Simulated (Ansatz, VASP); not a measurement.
RbCl in VASP and in Ansatz

```
CELL_PARAMETERS angstrom
0.00000 3.13337 3.13337
3.13337 0.00000 3.13337
3.13337 3.13337 0.00000
ATOMIC_POSITIONS crystal
Rb 0.00000 0.00000 0.00000
Cl 0.50000 0.50000 0.50000
```

Alike in both runs: task single point; functional PBE; k mesh 6 × 6 × 6; occupations gaussian, width 0.02 eV; no spin polarisation.

|  | VASP | Ansatz |
| --- | --- | --- |
| version | VASP 6.6.1 | Ansatz 0.2.0 |
| potentials or method | VASP PAW PBE potentials, release 64 (Rb_sv, Cl), cutoff 500 eV | scalar-relativistic, plane waves, PAW |
| valence electrons in the cell | 16 | 16 |

```csv
,VASP,Ansatz,Ansatz less VASP
gap on the k mesh at the Fermi level (eV),5.51,5.51,+0.006
least direct gap on the mesh (eV),5.51,5.51,+0.006
pressure (GPa),4.7,4.7,-0.03
```
